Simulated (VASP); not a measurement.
Pt: single point with PBE

Pt:

```
Pt
1.0
     3.76182   -0.46306   -0.07040
     0.34568    2.70542    0.19350
    -1.47608    2.64064    4.95996
Pt
3
Direct
  0.82547 0.62048 0.79779
  0.17192 0.43036 0.49125
  0.51842 0.24073 0.18477
```

The cell was built from a structure type or drawn by symmetry, and may not be a known phase.

| Quantity | Value |
| --- | --- |
| Program | VASP 6.6.1 |
| Task | single point |
| Functional | PBE |
| Potentials or basis | VASP PAW PBE potentials, release 64 (Pt) |
| Cutoff | 520 eV |
| k mesh | 6 × 6 × 4 |
| Occupations | gaussian, width 0.1 eV |
| Spin | no spin polarisation |

```json
{"Pressure": "-0.7 GPa", "Largest force": "0.027 eV/Å", "Band gap on the k mesh": "zero (bands 15 and 16 overlap by 1.55 eV)"}
```

Forces in eV/Å, atoms in the order of the input:
```
Pt   0.001  0.015  0.016
Pt   0.001  0.005  0.001
Pt  -0.002 -0.020 -0.017
```

Stress tensor (GPa, compression positive):
```
-0.77  0.00 -0.06
 0.00 -0.55  0.08
-0.06  0.08 -0.75
```

Levels at points of the mesh, in eV from the Fermi level:
```csv
k point,band 12,band 13,band 14,band 15,band 16,band 17,band 18,band 19
"(0.00, 0.00, 0.00)",-1.85,-1.65,-0.71,0.10,0.44,1.69,2.68,8.17
"(0.50, 0.00, 0.00)",-1.30,-1.27,-0.56,-0.49,-0.27,-0.17,0.44,4.87
"(0.00, 0.50, 0.00)",-0.30,-0.08,0.20,0.42,1.13,2.56,3.90,4.11
"(0.50, 0.50, 0.00)",-1.27,-0.97,0.25,0.77,2.40,2.68,6.05,6.44
"(0.00, 0.00, 0.50)",-0.91,-0.83,-0.75,-0.31,-0.14,0.96,3.29,8.29
"(0.50, 0.00, 0.50)",-1.29,-1.28,-0.56,-0.49,-0.29,-0.18,0.45,4.84
"(0.00, 0.50, 0.50)",-1.22,-0.28,1.04,1.18,1.99,2.43,5.10,5.72
"(0.50, 0.50, 0.50)",-1.26,-0.98,0.25,0.75,2.38,2.70,6.02,6.44
```

Wall time 110 s on 1 thread of Intel Xeon 8259CL, with other jobs on the host, peak memory 0.21 GiB.

Caveat: the k points lie up to 0.40 Å⁻¹ apart, too coarse for converged energies and pressures of a metal; spin-orbit coupling is left out, which moves the levels of the heavy elements.
